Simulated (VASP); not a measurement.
# Be (Fm-3m) in VASP: notebook

Runs on Be. Level: LDA. Tasks: single point, relaxation of cell and atoms.

All numbers are computed with VASP 6.6.1; they aren't measurements. Logs are shortened: lines on timing, memory, paths and dates and some standing lists are left out, and cuts for length are marked.

### Step 1. The cell of the first run

The structure is cubic, space group Fm-3m (No. 225). Conventional cell: a = 2.982 Å, b = 2.982 Å, c = 2.982 Å, α = 90.00°, β = 90.00°, γ = 90.00°. Be (site symmetry m-3m) has 12 Be at 2.11 Å within 2.8 Å.

This isn't the form of Be at room conditions, which is hcp.

### Step 2. Single point, LDA

File INCAR:

```
SYSTEM = Be
PREC = Accurate
ENCUT = 600
EDIFF = 1E-6
ISMEAR = -1
SIGMA = 0.05
LREAL = .False.
LASPH = .True.
NELM = 120
ALGO = Normal
ISIF = 2
LWAVE = .False.
LCHARG = .False.
GGA = CA
NBANDS = 7
GGA_COMPAT = .False.
```

File KPOINTS:

```
regular mesh
0
Gamma
  14 14 14
  0 0 0
```

File POSCAR:

```
Be
1.0
    0.0000000000      1.4908456188      1.4908456188
    1.4908456188      0.0000000000      1.4908456188
    1.4908456188      1.4908456188      0.0000000000
Be
1
Direct
    0.0000000000      0.0000000000      0.0000000000
```

Potentials or basis: VASP PAW LDA potentials, release 64 (Be).

Run with:

```sh
$ cat potpaw_LDA.64/Be/POTCAR > POTCAR
$ mpirun -np 1 vasp_std > vasp.out
```

OUTCAR:

```text
SYSTEM = Be
   PREC = Accurate
   ENCUT = 600
   EDIFF = 1E-6
   ISMEAR = -1
   LREAL = .False.
   LASPH = .True.
   NELM = 120
   ISIF = 2
   GGA = CA

 ion  position               nearest neighbor table
   1  0.000  0.000  0.000-

  LATTYP: Found a face centered cubic cell.
 ALAT       =     2.9816912376

  Lattice vectors:

 A1 = (   0.0000000000,   1.4908456188,   1.4908456188)
 A2 = (   1.4908456188,   0.0000000000,   1.4908456188)
 A3 = (   1.4908456188,   1.4908456188,   0.0000000000)

Analysis of symmetry for initial positions (statically):
=====================================================================
 Subroutine PRICEL returns:
 Original cell was already a primitive cell.

 Routine SETGRP: Setting up the symmetry group for a
 face centered cubic supercell.

 Subroutine GETGRP returns: Found 48 space group operations
 (whereof 48 operations were pure point group operations)
 out of a pool of 48 trial point group operations.

The static configuration has the point symmetry O_h .

Analysis of symmetry for dynamics (positions and initial velocities):
=====================================================================
 Subroutine PRICEL returns:
 Original cell was already a primitive cell.

 Routine SETGRP: Setting up the symmetry group for a
 face centered cubic supercell.

 Subroutine GETGRP returns: Found 48 space group operations
 (whereof 48 operations were pure point group operations)
 out of a pool of 48 trial point group operations.

The dynamic configuration has the point symmetry O_h .

 Subroutine INISYM returns: Found 48 space group operations
 (whereof 48 operations are pure point group operations),
 and found     1 'primitive' translations

----------------------------------------------------------------------------------------

                                     Primitive cell

  volume of cell :       6.6272

  direct lattice vectors                    reciprocal lattice vectors
     0.000000000  1.490845619  1.490845619    -0.335380132  0.335380132  0.335380132
     1.490845619  0.000000000  1.490845619     0.335380132 -0.335380132  0.335380132
     1.490845619  1.490845619  0.000000000     0.335380132  0.335380132 -0.335380132

  length of vectors
     2.108374094  2.108374094  2.108374094     0.580895428  0.580895428  0.580895428

  position of ions in fractional coordinates (direct lattice)
     0.000000000  0.000000000  0.000000000

  ion indices of the primitive-cell ions
   primitive index   ion index
                 1           1
[... 73 lines left out ...]
   LREAL  =      F    real-space projection
   EDIFFG = 0.1E-04   stopping-criterion for IOM
   NSW    =      0    number of steps for IOM
   IBRION =     -1    ionic relax: 0-MD 1-quasi-New 2-CG
   NFREE  =      0    steps in history (QN), initial steepest desc. (CG)
   ISIF   =      2    stress and relaxation
   ISYM   =      2    0-nonsym 1-usesym 2-fastsym
   POTIM  = 0.5000    time-step for ionic-motion
   TEBEG  =    0.0;   TEEND  =   0.0 temperature during run
   PSTRESS=    0.0 pullay stress
   NELECT =       2.0000    total number of electrons
   NUPDOWN=      -1.0000    fix difference up-down
   EMIN   =  10.00;   EMAX   =-10.00  energy-range for DOS
   EFERMI =   0.00;   METHOD = LEGACY
   ISMEAR =    -1;   SIGMA  =   0.05  broadening in eV -4-tet -1-fermi 0-gaus
   EFERMI_NEDOS =   21; number of points for ismear=-14 and -15
   IALGO  =     38    algorithm
   IMIX   =      4    mixing-type and parameters
     AMIX     =   0.40;   BMIX     =  1.00
     AMIX_MAG =   1.60;   BMIX_MAG =  1.00
  volume/ion in A,a.u.               =       6.63        44.72
  Fermi-wavevector in a.u.,A,eV,Ry     =   1.098101  2.075109 16.406246  1.205825
  Thomas-Fermi vector in A             =   2.234472
   LORBIT       =      0    0 simple, 1 ext, 2 COOP (PROOUT), +10 PAW based schemes
   GGA     = CA    functional components
   LHFCALC =     F    Hartree Fock is set to
   AEXX    =    0.0000 exact exchange contribution
   IVDW    =     0    specifies the selected vdW correction
   LEPSILON=     F    determine dielectric tensor
   LRPA    =     F    only Hartree local field effects (RPA)
 non-spin polarized calculation
  energy-cutoff  :      600.00
  volume of cell :        6.63
 maximum number of plane-waves:       229
 NGX is ok and might be reduce to    18
   NGX =  9   NGY =  9   NGZ =  9

 number of electron       2.0000000 magnetization

 Free energy of the ion-electron system (eV)
  ---------------------------------------------------
  ext. energy  EPLUGINS =         0.00000000
  ---------------------------------------------------
  free energy    TOTEN  =        -4.07676956 eV

  energy without entropy =       -4.07607645  energy(sigma->0) =       -4.07642300

 E-fermi :   8.7040     XC(G=0): -11.2212

 val. band max:        8.5805010061   @ k =  -0.2857   0.4286   0.2143
 cond. band min:       8.7543089952   @ k =  -0.2857   0.5000   0.2143
 fundamental gap:      0.1738079890
 Fermi energy:         8.7039878284

 k-point     1 :       0.0000    0.0000    0.0000
  band No.  band energies     occupation
      1      -3.8783      2.00000
      2      30.7737      0.00000
      3      30.7737      0.00000
      4      30.7737      0.00000
      5      41.3340      0.00000
      6      41.3340      0.00000
      7      41.3340      0.00000
[... 221 lines left out ...]
 k-point    24 :       0.2857    0.1429    0.0000
  band No.  band energies     occupation
      1      -1.2851      2.00000
      2      20.2501      0.00000
      3      24.9095      0.00000
      4      29.2659      0.00000
      5      34.0809      0.00000
      6      37.6296      0.00000
      7      47.7989      0.00000

 [... further k-points ...]

------------------------ aborting loop because EDIFF is reached ----------------------------------------

  FORCE on cell =-STRESS in cart. coord.  units (eV):
  Direction    XX          YY          ZZ          XY          YZ          ZX
  --------------------------------------------------------------------------------------
  -------------------------------------------------------------------------------------
  Total        0.8545885      0.8545885      0.8545885      0.0000000     -0.0000000     -0.0000000
  in kB      206.6044197    206.6044197    206.6044197      0.0000000     -0.0000000     -0.0000000
  external PRESSURE =     206.6044197 kB  Pullay stress =       0.0000000 kB

 VOLUME and BASIS-vectors are now :
 -----------------------------------------------------------------------------
  energy-cutoff  :      600.00
  volume of cell :        6.63
      direct lattice vectors                 reciprocal lattice vectors
     0.000000000  1.490845619  1.490845619    -0.335380132  0.335380132  0.335380132
     1.490845619  0.000000000  1.490845619     0.335380132 -0.335380132  0.335380132
     1.490845619  1.490845619  0.000000000     0.335380132  0.335380132 -0.335380132

 POSITION                                       TOTAL-FORCE (eV/Angst)
 -----------------------------------------------------------------------------------
      0.00000      0.00000      0.00000        -0.000000     -0.000000     -0.000000
 -----------------------------------------------------------------------------------
    total drift:                                0.000000     -0.000000     -0.000000

  FREE ENERGIE OF THE ION-ELECTRON SYSTEM (eV)
  ---------------------------------------------------
  free  energy   TOTEN  =        -4.0767695552 eV

  energy  without entropy=       -4.0760764491  energy(sigma->0) =       -4.07642300
```

OSZICAR:

```text
N       E                     dE             d eps       ncg     rms          rms(c)
DAV:   1    -0.281640160398E+01   -0.28164E+01   -0.14523E+03  1533   0.282E+02
DAV:   2    -0.411581221915E+01   -0.12994E+01   -0.11836E+01  2044   0.259E+01
DAV:   3    -0.411724957449E+01   -0.14374E-02   -0.14373E-02  1722   0.835E-01
DAV:   4    -0.411724965277E+01   -0.78281E-07   -0.77436E-07  2198   0.634E-03
DAV:   5    -0.411724965281E+01   -0.33303E-10   -0.55109E-11  1750   0.173E-05    0.947E-01
DAV:   6    -0.408898009922E+01    0.28270E-01   -0.15226E-03  1547   0.291E-01    0.575E-01
DAV:   7    -0.407677410601E+01    0.12206E-01   -0.19717E-03  1715   0.343E-01    0.274E-02
DAV:   8    -0.407677041215E+01    0.36939E-05   -0.22868E-06  1764   0.109E-02    0.434E-03
DAV:   9    -0.407676955517E+01    0.85698E-06   -0.43806E-07  1750   0.471E-03
   1 F= -.40767696E+01 E0= -.40764230E+01  d E =-.693106E-03
```

stdout:

```text
POSCAR found type information on POSCAR Be
 POSCAR found :  1 types and       1 ions
 scaLAPACK will be used
 LDA part: xc-table for (Slater(with rela. corr.)+CA(PZ))
 , standard interpolation
 POSCAR, INCAR and KPOINTS ok, starting setup
 FFT: planning ... GRIDC
 FFT: planning ... GRID_SOFT
 FFT: planning ... GRID
 WAVECAR not read
 entering main loop
```

Run time: 3.6 s. Hardware: 1 thread of AMD EPYC 7R13 (Zen 3), shared host; peak memory 0.08 GiB.

What came out:

```
Free energy            : -4.0768 eV
Pressure               : 20.7 GPa
Band gap on the k mesh : zero (bands 1 and 2 overlap by 0.33 eV)
```

Caveat: the cell stands under pressure.

(Part 1 of 2 ends here.)

The gap in the log of VASP goes by the Fermi energy; the results here count the filled bands.